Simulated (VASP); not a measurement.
Here is a VASP 6.6.1 calculation.

Contents of INCAR:

```
PREC = Accurate ; ENCUT = 600
EDIFF = 1E-8 ; ISMEAR = 0
SIGMA = 0.01 ; LREAL = False
LASPH = True ; NELM = 60
ALGO = Normal ; ISIF = 3
LWAVE = False ; LCHARG = True
GGA = PS ; IBRION = 6
NFREE = 2 ; POTIM = 0.015
NSW = 1
```

File KPOINTS:

```
Automatic mesh
0
Gamma
  7 7 7
```

Contents of POSCAR:

```
GaN
1.0
    0.0000000000      2.2535006075      2.2535006075
    2.2535006075      0.0000000000      2.2535006075
    2.2535006075      2.2535006075      0.0000000000
Ga N
1 1
Direct
    0.0000000000      0.0000000000      0.0000000000
    0.2500000000      0.2500000000      0.2500000000
```

Potentials or basis: VASP PAW PBE potentials, release 64 (Ga_d, N).

The run is started by

```sh
$ cat potpaw_PBE.64/Ga_d/POTCAR potpaw_PBE.64/N/POTCAR > POTCAR
$ mpirun -np 1 vasp_std > vasp.out
```

Question: Estimate the elastic constants C11, C12, C44.

Answer: 265, 141, 152 GPa.

Question: What does it give for the Voigt bulk modulus?

Answer: 183 GPa.

Question: Estimate the highest phonon frequency at Γ, LO-TO splitting left out.

Answer: 528 cm⁻¹.

Clamped-ion elastic tensor (GPa):
```
265 141 141   0   0   0
141 265 141   0   0   0
141 141 265   0   0   0
  0   0   0 188   0   0
  0   0   0   0 188   0
  0   0   0   0   0 188
```

Caveat: the cell is under stress, which shifts elastic constants; the PAW data sets were made with another functional, which shifts forces and pressure a little.
